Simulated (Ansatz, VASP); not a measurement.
**GaN in VASP and in Ansatz**

```
Ga N
1.0
     0.00000    1.99912    1.99912
     1.99912    0.00000    1.99912
     1.99912    1.99912    0.00000
Ga N
1 1
Direct
  0.50000 0.50000 0.50000
  0.00000 0.00000 0.00000
```

Change from the starting cell: volume scaled by 1.01, crystal datasets.

Alike in both runs: task electric field gradients; functional PBE; k mesh 13 × 13 × 13; occupations fermi-dirac, width 0.02 eV; no spin polarisation.

```csv
,VASP,Ansatz
version,VASP 6.6.1,Ansatz 0.2.0
potentials or method,"VASP PAW PBE potentials, release 64 (Ga_d, N), cutoff 520 eV","all-electron PAW with datasets made for the crystal, scalar-relativistic"
```

|  | VASP | Ansatz | Ansatz less VASP |
| --- | --- | --- | --- |
| gap on the k mesh at the Fermi level (eV) | 1.84 | 1.86 | +0.018 |
| pressure (GPa) | 65.5 | 64.3 | -1.18 |

Both programs put the cell under a high pressure, so it lies far from rest at this level. Ansatz ran all-electron here, and VASP with PAW potentials.

Noted on VASP's run: the cell as given lies far from equilibrium.
